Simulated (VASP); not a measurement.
A run of VASP 6.6.1 is set up as follows.

INCAR

```
ALGO = Normal ; EDIFF = 1E-7
ENCUT = 520 ; GGA = CA
ISIF = 2 ; ISMEAR = -1
LASPH = T ; LCHARG = T
LELF = T ; LREAL = F
LVHAR = T ; LWAVE = F
NBANDS = 12 ; NELM = 80
PREC = Accurate ; SIGMA = 0.1
```

The input KPOINTS:

```
k-points
0
Gamma
  17 17 17
```

POSCAR

```
Au
1.0
   -1.5231406768      1.5231406768      1.5231406768
    1.5231406768     -1.5231406768      1.5231406768
    1.5231406768      1.5231406768     -1.5231406768
Au
1
Direct
    0.0000000000      0.0000000000      0.0000000000
```

Potentials or basis: VASP PAW LDA potentials, release 64 (Au).

Run with:

```console
$ cat potpaw_LDA.64/Au/POTCAR > POTCAR
$ mpirun -np 1 vasp_std > vasp.out
```

(1) What does it give for the pressure?

Results:

(1) 50.1 GPa.
